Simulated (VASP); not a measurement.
MgO (qe600), 2 atoms in the cell. Symmetry: Fm-3m, No. 225, cubic system. Conventional cell: a = 4.161 Å, b = 4.161 Å, c = 4.161 Å, α = 90.00°, β = 90.00°, γ = 90.00°. Within 2.8 Å of Mg (site symmetry m-3m) lie 6 O at 2.08 Å. Within 2.8 Å of O (site symmetry m-3m) lie 6 Mg at 2.08 Å. 

* Program: VASP 6.6.1
* Task: relaxation of cell and atoms
* Functional: LDA
* Potentials or basis: VASP PAW LDA potentials, release 64 (Mg, O)
* Cutoff: 600 eV
* k mesh: 8 × 8 × 8
* Occupations: gaussian, width 0.02 eV
* Spin: no spin polarisation
* Dipole correction: no
* Further INCAR settings: ALGO = Normal; EDIFF = 1e-07; IBRION = 2; EDIFFG = -0.002; NSW = 100; ISIF = 3

Potentials or basis: VASP PAW LDA potentials, release 64 (Mg, O).

Launch:

```console
$ cat potpaw_LDA.64/Mg/POTCAR potpaw_LDA.64/O/POTCAR > POTCAR
$ mpirun -np 1 vasp_std > vasp.out
```

Hardware: 1 thread of AMD EPYC 9R45 (Zen 5), with other jobs on the host.

**Question.** How long does it take, and how much memory?

**Answer.** Wall time 8.9 s on 1 thread of AMD EPYC 9R45 (Zen 5), with other jobs on the host, peak memory 0.1 GiB. Counts: scf iterations 24, k points 29, ion steps 3.
